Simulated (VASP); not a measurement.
# SiC in VASP: a series of runs, part 2 of 2

VASP 6.6.1.

### Step 3. Single point, PBE

File INCAR:

```
PREC = Accurate
ENCUT = 640
EDIFF = 1E-6
ISMEAR = 0
SIGMA = 0.05
LREAL = False
LASPH = True
NELM = 300
ALGO = Normal
ISIF = 2
LWAVE = False
LCHARG = True
GGA = PE
LVHAR = True
NBANDS = 36
GGA_COMPAT = False
NELMDL = -8
AMIX = 0.1
BMIX = 1E-4
AMIX_MAG = 0.4
BMIX_MAG = 1E-4
KPAR = 4
```

File KPOINTS:

```
regular mesh
0
Gamma
  9 9 1
```

File POSCAR:

```
SiC
1.0
    3.0917664104      0.0000000000      0.0000000000
   -1.5458832052      2.6775482539      0.0000000000
    0.0000000000      0.0000000000     28.3148762731
C Si
6 6
Direct
    0.3333333333      0.6666666667      0.2648784310
    0.6666666667      0.3333333333      0.3544783487
    0.3333333333      0.6666666667      0.4440782665
    0.6666666667      0.3333333333      0.5336781842
    0.3333333333      0.6666666667      0.6232781020
    0.6666666667      0.3333333333      0.7128780198
    0.6666666667      0.3333333333      0.2871219802
    0.3333333333      0.6666666667      0.3767218980
    0.6666666667      0.3333333333      0.4663218158
    0.3333333333      0.6666666667      0.5559217335
    0.6666666667      0.3333333333      0.6455216513
    0.3333333333      0.6666666667      0.7351215690
```

Potentials or basis: VASP PAW PBE potentials, release 64 (C, Si).

Started as:

```
$ cat potpaw_PBE.64/C/POTCAR potpaw_PBE.64/Si/POTCAR > POTCAR
$ mpirun -np 4 vasp_std > vasp.out
```

OUTCAR:

```text
PREC = Accurate
   ENCUT = 640
   EDIFF = 1E-6
   ISMEAR = 0
   LREAL = False
   LASPH = True
   NELM = 300
   ISIF = 2
   GGA = PE
   NELMDL = -8
   AMIX = 0.1
   AMIX_MAG = 0.4

 ion  position               nearest neighbor table
   1  0.333  0.667  0.265-   7 1.89   7 1.89   7 1.89
   2  0.667  0.333  0.354-   8 1.89   8 1.89   8 1.89   7 1.91
   3  0.333  0.667  0.444-   9 1.89   9 1.89   9 1.89   8 1.91
   4  0.667  0.333  0.534-  10 1.89  10 1.89  10 1.89   9 1.91
   5  0.333  0.667  0.623-  11 1.89  11 1.89  11 1.89  10 1.91
   6  0.667  0.333  0.713-  12 1.89  12 1.89  12 1.89  11 1.91
   7  0.667  0.333  0.287-   1 1.89   1 1.89   1 1.89   2 1.91   8 3.10   8 3.10   8 3.10
   8  0.333  0.667  0.377-   2 1.89   2 1.89   2 1.89   3 1.91   9 3.10   7 3.10   7 3.10   9 3.10
                             9 3.10   7 3.10
   9  0.667  0.333  0.466-   3 1.89   3 1.89   3 1.89   4 1.91  10 3.10  10 3.10  10 3.10   8 3.10
                             8 3.10   8 3.10
  10  0.333  0.667  0.556-   4 1.89   4 1.89   4 1.89   5 1.91   9 3.10   9 3.10   9 3.10  11 3.10
                            11 3.10  11 3.10
  11  0.667  0.333  0.646-   5 1.89   5 1.89   5 1.89   6 1.91  12 3.10  12 3.10  12 3.10  10 3.10
                            10 3.10  10 3.10
  12  0.333  0.667  0.735-   6 1.89   6 1.89   6 1.89  11 3.10  11 3.10  11 3.10

  LATTYP: Found a hexagonal cell.
 ALAT       =     3.0917664104
 C/A-ratio  =     9.1581550850

  Lattice vectors:

 A1 = (   3.0917664104,   0.0000000000,   0.0000000000)
 A2 = (  -1.5458832052,   2.6775482539,   0.0000000000)
 A3 = (   0.0000000000,   0.0000000000,  28.3148762731)

Analysis of symmetry for initial positions (statically):
=====================================================================
 Subroutine PRICEL returns:
 Original cell was already a primitive cell.

 Routine SETGRP: Setting up the symmetry group for a
 hexagonal supercell.

 Subroutine GETGRP returns: Found  6 space group operations
 (whereof  6 operations were pure point group operations)
 out of a pool of 24 trial point group operations.

The static configuration has the point symmetry C_3v.

Analysis of symmetry for dynamics (positions and initial velocities):
=====================================================================
 Subroutine PRICEL returns:
 Original cell was already a primitive cell.

 Routine SETGRP: Setting up the symmetry group for a
 hexagonal supercell.

 Subroutine GETGRP returns: Found  6 space group operations
 (whereof  6 operations were pure point group operations)
 out of a pool of 24 trial point group operations.

The dynamic configuration has the point symmetry C_3v.

 Subroutine INISYM returns: Found  6 space group operations
 (whereof  6 operations are pure point group operations),
 and found     1 'primitive' translations

----------------------------------------------------------------------------------------

                                     Primitive cell

  volume of cell :     234.4006

  direct lattice vectors                    reciprocal lattice vectors
[... 76 lines left out ...]
   k-points           NKPTS =     12   k-points in BZ     NKDIM =     12   number of bands    NBANDS=     36
   number of dos      NEDOS =    301   number of ions     NIONS =     12
   total plane-waves  NPLWV = 188160
   dimension x,y,z NGX =    28 NGY =   28 NGZ =  240
   dimension x,y,z NGXF=    56 NGYF=   56 NGZF=  480
   ions per type =               6   6
   NGX,Y,Z   is equivalent  to a cutoff of  15.06, 15.06, 14.09 a.u.
   NGXF,Y,Z  is equivalent  to a cutoff of  30.11, 30.11, 28.18 a.u.
 SYSTEM =  unknown system
   PREC   = accura    normal or accurate (medium, high low for compatibility)
   ISTART =      0    job   : 0-new  1-cont  2-samecut
   ICHARG =      2    charge: 1-file 2-atom 10-const
   ISPIN  =      1    spin polarized calculation?
   LNONCOLLINEAR =      F non collinear calculations
   LSORBIT =      F    spin-orbit coupling
   LASPH  =      T    aspherical Exc in radial PAW
   ENCUT  =  640.0 eV  47.04 Ry    6.86 a.u.   6.38  6.38 58.41*2*pi/ulx,y,z
   NELM   =    300;   NELMIN=  2; NELMDL= -8     # of ELM steps
   EDIFF  = 0.1E-05   stopping-criterion for ELM
   LREAL  =      F    real-space projection
   EDIFFG = 0.1E-04   stopping-criterion for IOM
   NSW    =      0    number of steps for IOM
   IBRION =     -1    ionic relax: 0-MD 1-quasi-New 2-CG
   NFREE  =      0    steps in history (QN), initial steepest desc. (CG)
   ISIF   =      2    stress and relaxation
   ISYM   =      2    0-nonsym 1-usesym 2-fastsym
   POTIM  = 0.5000    time-step for ionic-motion
   TEBEG  =    0.0;   TEEND  =   0.0 temperature during run
   PSTRESS=    0.0 pullay stress
   NELECT =      48.0000    total number of electrons
   NUPDOWN=      -1.0000    fix difference up-down
   EMIN   =  10.00;   EMAX   =-10.00  energy-range for DOS
   EFERMI =   0.00;   METHOD = LEGACY
   ISMEAR =     0;   SIGMA  =   0.05  broadening in eV -4-tet -1-fermi 0-gaus
   EFERMI_NEDOS =   21; number of points for ismear=-14 and -15
   IALGO  =     38    algorithm
   IMIX   =      4    mixing-type and parameters
     AMIX     =   0.10;   BMIX     =  0.00
     AMIX_MAG =   0.40;   BMIX_MAG =  0.00
  volume/ion in A,a.u.               =      19.53       131.82
  Fermi-wavevector in a.u.,A,eV,Ry     =   0.964945  1.823481 12.668629  0.931118
  Thomas-Fermi vector in A             =   2.094619
   LORBIT       =      0    0 simple, 1 ext, 2 COOP (PROOUT), +10 PAW based schemes
   GGA     = PE    functional components
   LHFCALC =     F    Hartree Fock is set to
   AEXX    =    0.0000 exact exchange contribution
   IVDW    =     0    specifies the selected vdW correction
   LEPSILON=     F    determine dielectric tensor
   LRPA    =     F    only Hartree local field effects (RPA)
 non-spin polarized calculation
 Gauss-broadening in eV      SIGMA  =   0.05
  energy-cutoff  :      640.00
  volume of cell :      234.40
 maximum number of plane-waves:      8673
 NGX is ok and might be reduce to    28
   NGX = 13   NGY = 13   NGZ =117

 number of electron      48.0000000 magnetization

 Free energy of the ion-electron system (eV)
  ---------------------------------------------------
  ext. energy  EPLUGINS =         0.00000000
  ---------------------------------------------------
  free energy    TOTEN  =       -85.99011706 eV

  energy without entropy =      -85.96902434  energy(sigma->0) =      -85.97957070

 E-fermi :   2.2180     XC(G=0):  -6.7028

 val. band max:        2.2134359258   @ k =   0.2222   0.1111   0.0000
 cond. band min:       2.2211112274   @ k =   0.3333   0.1111   0.0000
 fundamental gap:      0.0076753016
 Fermi energy:         2.2179783687

 k-point     1 :       0.0000    0.0000    0.0000
  band No.  band energies     occupation
      1     -14.1370      2.00000
      2     -13.5787      2.00000
      3     -12.9463      2.00000
      4     -12.1706      2.00000
      5     -11.3262      2.00000
      6     -10.1707      2.00000
[... 457 lines left out ...]
     35       9.5723      0.00000
     36       9.5836      0.00000

------------------------ aborting loop because EDIFF is reached ----------------------------------------

  FORCE on cell =-STRESS in cart. coord.  units (eV):
  Direction    XX          YY          ZZ          XY          YZ          ZX
  --------------------------------------------------------------------------------------
  -------------------------------------------------------------------------------------
  Total       -0.2354775     -0.2354775     -0.3524724      0.0000000      0.0000000      0.0000000
  in kB       -1.6095386     -1.6095386     -2.4092236      0.0000000      0.0000000      0.0000000
  external PRESSURE =      -1.8761002 kB  Pullay stress =       0.0000000 kB

 VOLUME and BASIS-vectors are now :
 -----------------------------------------------------------------------------
  energy-cutoff  :      640.00
  volume of cell :      234.40
      direct lattice vectors                 reciprocal lattice vectors
     3.091766410  0.000000000  0.000000000     0.323439700  0.186737998  0.000000000
    -1.545883205  2.677548254  0.000000000     0.000000000  0.373475996  0.000000000
     0.000000000  0.000000000 28.314876273     0.000000000  0.000000000  0.035317124

 POSITION                                       TOTAL-FORCE (eV/Angst)
 -----------------------------------------------------------------------------------
     -0.00000      1.78503      7.50000        -0.000000      0.000000      2.299998
      1.54588      0.89252     10.03701         0.000000      0.000000      0.738571
     -0.00000      1.78503     12.57402        -0.000000      0.000000      0.342394
      1.54588      0.89252     15.11103        -0.000000      0.000000      0.274576
     -0.00000      1.78503     17.64804        -0.000000     -0.000000      0.253033
      1.54588      0.89252     20.18505         0.000000     -0.000000      0.560119
      1.54588      0.89252      8.12982        -0.000000      0.000000     -2.641260
     -0.00000      1.78503     10.66683         0.000000      0.000000     -0.532590
      1.54588      0.89252     13.20384         0.000000      0.000000     -0.341653
     -0.00000      1.78503     15.74086         0.000000      0.000000     -0.280291
      1.54588      0.89252     18.27787        -0.000000      0.000000     -0.408953
     -0.00000      1.78503     20.81488         0.000000      0.000000     -0.263944
 -----------------------------------------------------------------------------------
    total drift:                                0.000000      0.000000      0.017958

  FREE ENERGIE OF THE ION-ELECTRON SYSTEM (eV)
  ---------------------------------------------------
  free  energy   TOTEN  =       -85.9901170581 eV

  energy  without entropy=      -85.9690243409  energy(sigma->0) =      -85.97957070
```

Run time: 2.7 min. Hardware: 4 MPI ranks of Intel Xeon 6975P-C (Granite Rapids), shared host; peak memory 0.5 GiB.

Results:

```yaml
Free_energy: -85.9901 eV
Largest_force: 2.641 eV/Å
Band_gap_on_the_k_mesh: zero (bands 24 and 25 overlap by 0.30 eV)
```

Forces in eV/Å, atoms in the order of the input:
```
C    0.000  0.000  2.300
C    0.000  0.000  0.739
C    0.000  0.000  0.342
C    0.000  0.000  0.275
C    0.000  0.000  0.253
C    0.000  0.000  0.560
Si   0.000  0.000 -2.641
Si   0.000  0.000 -0.533
Si   0.000  0.000 -0.342
Si   0.000  0.000 -0.280
Si   0.000  0.000 -0.409
Si   0.000  0.000 -0.264
```

Caveat: there is no dipole correction, which matters where the two faces differ.

### Step 4. Single point, PBE

Changes to INCAR since step 3:

```diff
@@ -11,5 +11,7 @@
 LWAVE = False
-LCHARG = True
+LCHARG = False
+LDIPOL = True
+IDIPOL = 3
+DIPOL = 0.5 0.5 0.500
 GGA = PE
-LVHAR = True
 NBANDS = 36
```

File KPOINTS:

```
regular mesh
0
Gamma
  9 9 3
```

POSCAR is that of step 3.

Potentials or basis: VASP PAW PBE potentials, release 64 (C, Si).

Started as:

```
$ cat potpaw_PBE.64/C/POTCAR potpaw_PBE.64/Si/POTCAR > POTCAR
$ mpirun -np 4 vasp_std > vasp.out
```

OUTCAR:

```text
PREC = Accurate
   ENCUT = 640
   EDIFF = 1E-6
   ISMEAR = 0
   LREAL = False
   LASPH = True
   NELM = 300
   ISIF = 2
   GGA = PE
   NELMDL = -8
   AMIX = 0.1
   AMIX_MAG = 0.4

 ion  position               nearest neighbor table
   1  0.333  0.667  0.265-   7 1.89   7 1.89   7 1.89
   2  0.667  0.333  0.354-   8 1.89   8 1.89   8 1.89   7 1.91
   3  0.333  0.667  0.444-   9 1.89   9 1.89   9 1.89   8 1.91
   4  0.667  0.333  0.534-  10 1.89  10 1.89  10 1.89   9 1.91
   5  0.333  0.667  0.623-  11 1.89  11 1.89  11 1.89  10 1.91
   6  0.667  0.333  0.713-  12 1.89  12 1.89  12 1.89  11 1.91
   7  0.667  0.333  0.287-   1 1.89   1 1.89   1 1.89   2 1.91   8 3.10   8 3.10   8 3.10
   8  0.333  0.667  0.377-   2 1.89   2 1.89   2 1.89   3 1.91   9 3.10   7 3.10   7 3.10   9 3.10
                             9 3.10   7 3.10
   9  0.667  0.333  0.466-   3 1.89   3 1.89   3 1.89   4 1.91  10 3.10  10 3.10  10 3.10   8 3.10
                             8 3.10   8 3.10
  10  0.333  0.667  0.556-   4 1.89   4 1.89   4 1.89   5 1.91   9 3.10   9 3.10   9 3.10  11 3.10
                            11 3.10  11 3.10
  11  0.667  0.333  0.646-   5 1.89   5 1.89   5 1.89   6 1.91  12 3.10  12 3.10  12 3.10  10 3.10
                            10 3.10  10 3.10
  12  0.333  0.667  0.735-   6 1.89   6 1.89   6 1.89  11 3.10  11 3.10  11 3.10

  LATTYP: Found a hexagonal cell.
 ALAT       =     3.0917664104
 C/A-ratio  =     9.1581550850

  Lattice vectors:

 A1 = (   3.0917664104,   0.0000000000,   0.0000000000)
 A2 = (  -1.5458832052,   2.6775482539,   0.0000000000)
 A3 = (   0.0000000000,   0.0000000000,  28.3148762731)

Analysis of symmetry for initial positions (statically):
=====================================================================
 Subroutine PRICEL returns:
 Original cell was already a primitive cell.

 Routine SETGRP: Setting up the symmetry group for a
 hexagonal supercell.

 Subroutine GETGRP returns: Found  6 space group operations
 (whereof  6 operations were pure point group operations)
 out of a pool of 24 trial point group operations.

The static configuration has the point symmetry C_3v.

Analysis of symmetry for dynamics (positions and initial velocities):
[... 177 lines left out ...]
  ---------------------------------------------------
  ext. energy  EPLUGINS =         0.00000000
  ---------------------------------------------------
  free energy    TOTEN  =       -85.98293399 eV

  energy without entropy =      -85.96206947  energy(sigma->0) =      -85.97250173

 E-fermi :   2.1897     XC(G=0):  -6.6987

 val. band max:        2.1861110516   @ k =  -0.1111   0.3333   0.3333
 cond. band min:       2.1932629304   @ k =   0.3333   0.1111   0.0000
 fundamental gap:      0.0071518788
 Fermi energy:         2.1897494157

 k-point     1 :       0.0000    0.0000    0.0000
  band No.  band energies     occupation
      1     -14.1535      2.00000
      2     -13.6049      2.00000
      3     -12.9735      2.00000
      4     -12.1960      2.00000
      5     -11.3509      2.00000
      6     -10.2059      2.00000
[... 925 lines left out ...]
     35       8.7595      0.00000
     36       9.0479      0.00000

 [... further k-points ...]

------------------------ aborting loop because EDIFF is reached ----------------------------------------

 vacuum level on the upper side and lower side of the slab       (xc-potential included)        -0.964         0.936

  FORCE on cell =-STRESS in cart. coord.  units (eV):
  Direction    XX          YY          ZZ          XY          YZ          ZX
  --------------------------------------------------------------------------------------
  -------------------------------------------------------------------------------------
  Total       -0.2458253     -0.2458253     -0.3029677     -0.0000000     -0.0000000      0.0000000
  in kB       -1.6802681     -1.6802681     -2.0708484     -0.0000000     -0.0000000      0.0000000
  external PRESSURE =      -1.8104615 kB  Pullay stress =       0.0000000 kB

 VOLUME and BASIS-vectors are now :
 -----------------------------------------------------------------------------
  energy-cutoff  :      640.00
  volume of cell :      234.40
      direct lattice vectors                 reciprocal lattice vectors
     3.091766410  0.000000000  0.000000000     0.323439700  0.186737998  0.000000000
    -1.545883205  2.677548254  0.000000000     0.000000000  0.373475996  0.000000000
     0.000000000  0.000000000 28.314876273     0.000000000  0.000000000  0.035317124

 POSITION                                       TOTAL-FORCE (eV/Angst)
 -----------------------------------------------------------------------------------
     -0.00000      1.78503      7.50000        -0.000000      0.000000      2.334263
      1.54588      0.89252     10.03701         0.000000      0.000000      0.738758
     -0.00000      1.78503     12.57402        -0.000000      0.000000      0.334248
      1.54588      0.89252     15.11103         0.000000      0.000000      0.265935
     -0.00000      1.78503     17.64804         0.000000     -0.000000      0.245627
      1.54588      0.89252     20.18505        -0.000000      0.000000      0.567307
      1.54588      0.89252      8.12982        -0.000000      0.000000     -2.677887
     -0.00000      1.78503     10.66683        -0.000000      0.000000     -0.531254
      1.54588      0.89252     13.20384         0.000000     -0.000000     -0.330605
     -0.00000      1.78503     15.74086         0.000000     -0.000000     -0.269798
      1.54588      0.89252     18.27787        -0.000000      0.000000     -0.409964
     -0.00000      1.78503     20.81488         0.000000      0.000000     -0.266631
 -----------------------------------------------------------------------------------
    total drift:                                0.000000      0.000000      0.002731

  FREE ENERGIE OF THE ION-ELECTRON SYSTEM (eV)
  ---------------------------------------------------
  free  energy   TOTEN  =       -85.9829339881 eV

  energy  without entropy=      -85.9620694724  energy(sigma->0) =      -85.97250173

 vacuum level on the upper side and lower side of the slab         6.752         8.685
```

stdout:

```text
POSCAR found type information on POSCAR C Si
 POSCAR found :  2 types and      12 ions
 scaLAPACK will be used
 LDA part: xc-table for (Slater+PW92), standard interpolation
 POSCAR, INCAR and KPOINTS ok, starting setup
 FFT: planning ... GRIDC
 FFT: planning ... GRID_SOFT
 FFT: planning ... GRID
 WAVECAR not read
 entering main loop
```

Wall time 30 min (4 MPI ranks of Intel Xeon Platinum 8488C (Sapphire Rapids), shared host); peak memory 0.6 GiB.

What came out:

```yaml
Free_energy: -85.9829 eV
Largest_force: 2.678 eV/Å
Band_gap_on_the_k_mesh: zero (bands 24 and 25 overlap by 0.30 eV)
```

Forces on the atoms (eV/Å):
```
C    0.000  0.000  2.334
C    0.000  0.000  0.739
C    0.000  0.000  0.334
C    0.000  0.000  0.266
C    0.000  0.000  0.246
C    0.000  0.000  0.567
Si   0.000  0.000 -2.678
Si   0.000  0.000 -0.531
Si   0.000  0.000 -0.331
Si   0.000  0.000 -0.270
Si   0.000  0.000 -0.410
Si   0.000  0.000 -0.267
```

### Step 5. Overview

| k mesh | dipole correction | electric field (eV/Å) | gap on the mesh (eV) | largest force (eV/Å) |
| --- | --- | --- | --- | --- |
| 9 × 9 × 1 | yes | -1.5 eV/Å | none | 2.32 |
| 9 × 9 × 1 | no | - | none | 2.64 |
| 9 × 9 × 3 | yes | - | none | 2.68 |

Alike in all rows: task single point; level PBE; potentials or basis VASP PAW PBE potentials, release 64 (C, Si); no spin polarisation; cell as given; cutoff (eV) 640; smearing gaussian 0.05 eV.

Caveats: there is no dipole correction, which matters where the two faces differ (at least some runs).

Absolute energies hang on the potentials; compare differences alone.

The gap in the log of VASP goes by the Fermi energy; the results here count the filled bands.